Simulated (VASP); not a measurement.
# MgTe: dielectric tensor with r2SCAN

MgTe:

```xyz
4
Lattice="4.5776 0.0000 0.0000 -2.2888 3.9643 0.0000 0.0000 0.0000 7.4551" Properties=species:S:1:pos:R:3 pbc="T T T"
Mg    0.0000    2.6429   -0.0045
Mg    2.2888    1.3214    3.7230
Te    0.0000    2.6429    2.8002
Te    2.2888    1.3214    6.5277
```

```
Program                : VASP 6.6.1
Task                   : dielectric tensor
Functional             : r2SCAN
Potentials or basis    : VASP PAW PBE potentials, release 64 (Mg, Te)
Cutoff                 : 580 eV
k mesh                 : 6 × 6 × 4
Occupations            : gaussian, width 0.01 eV
Spin                   : no spin polarisation
Dipole correction      : no
Further INCAR settings : ALGO = Normal; EDIFF = 1e-08
```

| Quantity | Value |
| --- | --- |
| Band gap on the k mesh | 3.14 eV |
| Electronic dielectric tensor (diagonal) | 4.88, 4.88, 4.99 |
| Born charges (mean of the diagonal) | Mg +1.92; Te -1.92 e |

Levels at points of the mesh, in eV from the valence-band top:
| k point | band 5 | band 6 | band 7 | band 8 | band 9 | band 10 | band 11 | band 12 |
| --- | --- | --- | --- | --- | --- | --- | --- | --- |
| (0.00, 0.00, 0.00) | -0.49 | 0.00 | 0.00 | 0.00 | 3.14 | 3.57 | 5.79 | 5.79 |
| (0.50, 0.00, 0.00) | -1.97 | -1.24 | -0.99 | -0.45 | 3.63 | 4.40 | 4.70 | 5.99 |
| (0.00, 0.00, 0.50) | -0.26 | -0.26 | -0.26 | -0.26 | 4.08 | 4.08 | 6.05 | 6.05 |
| (0.50, 0.00, 0.50) | -0.89 | -0.89 | -0.88 | -0.88 | 3.70 | 3.70 | 4.76 | 4.76 |

Electronic dielectric tensor:
```
4.88 0.00 0.00
0.00 4.88 0.00
0.00 0.00 4.99
```

Born effective charge tensors (e):
atom 1, Mg
```
1.89 0.00 0.00
0.00 1.89 0.00
0.00 0.00 1.97
```
atom 2, Mg
```
1.89 0.00 0.00
0.00 1.89 0.00
0.00 0.00 1.97
```
atom 3, Te
```
-1.89  0.00  0.00
 0.00 -1.89  0.00
 0.00  0.00 -1.97
```
atom 4, Te
```
-1.89  0.00  0.00
 0.00 -1.89  0.00
 0.00  0.00 -1.97
```

Dipole moments of the cell (e·Å, modulo the quantum): ionic 0.000, 0.000, 18.674; electronic 0.000, 0.000, -0.073

Run time: 28 min on 1 thread of Intel(R) Xeon(R) 6975P-C (Granite Rapids) (shared host), peak memory 0.8 GiB.

Caveat: the structure was generated, so it needn't be the stable form of MgTe; spin-orbit coupling is left out, which moves the levels of the heavy elements. A k mesh can miss the band edges.
